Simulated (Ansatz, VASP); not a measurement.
Re: VASP beside Ansatz

Contents of INCAR:

```
ALGO = Normal ; EDIFF = 1E-6
ENCUT = 520 ; GGA = PS
ISIF = 2 ; ISMEAR = 0
LASPH = T ; LCHARG = T
LELF = T ; LREAL = F
LVHAR = T ; LWAVE = F
NBANDS = 10 ; NELM = 60
PREC = Accurate ; SIGMA = 0.15
```

File KPOINTS:

```
k-points
0
Gamma
  20 20 20
```

File POSCAR:

```
Re
1.0
    0.0000000000      1.9256250000      1.9750000000
    1.9256250000      0.0000000000      1.9750000000
    1.9256250000      1.9256250000      0.0000000000
Re
1
Direct
    0.0000000000      0.0000000000      0.0000000000
```

Input for Ansatz:

```yaml
crystal:
  lattice:
    - [0.0, 1.925625, 1.975]
    - [1.925625, 0.0, 1.975]
    - [1.925625, 1.925625, 0.0]
  atoms:
    - { symbol: Re, position: [0.0, 0.0, 0.0] }
basis:
  ecutwfc: 420
kpoints:
  mp_grid: { grid: [20, 20, 20] }
hamiltonian:
  xc: pbesol
scf:
  occupations: { method: gaussian, width: 0.15 }
output:
  forces: true
  stress: true
  eigenvalues: true
```

Change from the starting cell: strain -0.025 along x and y, +0.000 along z, atoms carried along.

Alike in both runs: task single point; functional PBEsol; k mesh 20 × 20 × 20; occupations gaussian, width 0.15 eV; no spin polarisation.

```csv
,VASP,Ansatz
version,VASP 6.6.1,Ansatz 0.2.0
potentials or method,"VASP PAW PBE potentials, release 64 (Re), cutoff 520 eV","scalar-relativistic, plane waves, PAW"
valence electrons in the cell,7,15
```

Ansatz gave:

| Quantity | Value |
| --- | --- |
| gap on the k mesh at the Fermi level (eV) | none |
| pressure (GPa) | -1.1 |
| traceless stress, the component that is largest in VASP (GPa) | -5.36 |

Q: Estimate VASP's values.

A: gap on the k mesh at the Fermi level (eV): none; pressure (GPa): -1.1; traceless stress, the component that is largest in VASP (GPa): -5.32.

VASP's potentials were made for PBE, not for PBEsol. A gap of «none» marks a metal or a gap that the smearing closes. VASP's potentials hold 7 valence electrons a cell and Ansatz's 15, so a difference there can come from the potentials and not from the codes.

Spin-orbit coupling is off throughout.
